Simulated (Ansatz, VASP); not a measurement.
One calculation of Rb, two programs

Contents of INCAR:

```
  PREC = Accurate
  ENCUT = 520
  EDIFF = 1E-6
  ISMEAR = 0
  SIGMA = 0.15
  LREAL = F
  LASPH = T
  NELM = 60
  ALGO = Fast
  ISIF = 2
  LWAVE = F
  LCHARG = F
  GGA = PE
  IVDW = 12
  NBANDS = 16
```

The input KPOINTS:

```
regular mesh
0
Gamma
  10 10 6
```

The input POSCAR:

```
Rb
1.0
    2.1029070600     -4.3297492603      0.0000000000
    2.1029070600      4.3297492603      0.0000000000
    0.0000000000      0.0000000000      7.1581495820
Rb
2
Direct
    0.8359965595      0.1640034405      0.7500000000
    0.1640034405      0.8359965595      0.2500000000
```

Input for Ansatz:

```yaml
crystal:
  lattice:
    - [2.10290706, -4.3297492603, 0.0]
    - [2.10290706, 4.3297492603, 0.0]
    - [0.0, 0.0, 7.158149582]
  atoms:
    - { symbol: Rb, position: [0.8359965595, 0.1640034405, 0.75] }
    - { symbol: Rb, position: [0.1640034405, 0.8359965595, 0.25] }
basis:
  ecutwfc: 420
kpoints:
  mp_grid: { grid: [10, 10, 6] }
hamiltonian:
  xc: pbe
  dispersion: d3bj
scf:
  occupations: { method: gaussian, width: 0.15 }
output:
  forces: true
  stress: true
  eigenvalues: true
```

Change from the starting cell: normal strain along x -0.1500, normal strain along z -0.1100.

Alike in both runs: task single point; functional PBE; dispersion D3(BJ); k mesh 10 × 10 × 6; occupations gaussian, width 0.15 eV; no spin polarisation.

```csv
,VASP,Ansatz
version,VASP 6.6.1,Ansatz 0.2.0
potentials or method,"VASP PAW PBE potentials, release 64 (Rb_sv), cutoff 520 eV","scalar-relativistic, plane waves, PAW"
valence electrons in the cell,18,18
```

```csv
,VASP,Ansatz,Ansatz less VASP
gap on the k mesh at the Fermi level (eV),none,none,-
pressure (GPa),1.4,1.4,0.00
"traceless stress, the component that is largest in VASP (GPa)",-0.64,-0.64,+0.001
rms of the force components (eV/Å),0.041,0.041,0.0000
```

Atom by atom the forces differ by 0.000 eV/Å (rms over components). A gap of «none» marks a metal or a gap that the smearing closes.
